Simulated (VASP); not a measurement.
Input of a VASP 6.6.1 run:

File INCAR:

```
  PREC = Accurate
  ENCUT = 520
  EDIFF = 1E-6
  ISMEAR = 0
  SIGMA = 0.15
  LREAL = False
  LASPH = True
  NELM = 80
  ALGO = Normal
  ISIF = 2
  LWAVE = False
  LCHARG = True
  GGA = PS
  LELF = True
  LVHAR = True
  NBANDS = 14
```

The input KPOINTS:

```
regular mesh
0
Gamma
  20 20 20
```

POSCAR

```
ZrB
1.0
    0.1208593998      2.3869731470      2.3869731470
    2.3869731470      0.1208593998      2.3869731470
    2.3869731470      2.3869731470      0.1208593998
Zr B
1 1
Direct
    0.0000000000      0.0000000000      0.0000000000
    0.5000000000      0.5000000000      0.5000000000
```

Potentials or basis: VASP PAW PBE potentials, release 64 (Zr_sv, B).

Launch:

```sh
$ cat potpaw_PBE.64/Zr_sv/POTCAR potpaw_PBE.64/B/POTCAR > POTCAR
$ mpirun -np 1 vasp_std > vasp.out
```

Question: What does it give for the pressure?

Answer: 29.5 GPa.

Question: What does it give for the band gap on the k mesh?

Answer: Zero (an odd number of electrons rules out a gap without spin polarisation).

Stress tensor (GPa, compression positive):
```
29.55 -3.40 -3.40
-3.40 29.55 -3.40
-3.40 -3.40 29.55
```

Caveat: the cell stands under pressure; the PAW data sets were made with another functional, which shifts forces and pressure a little.
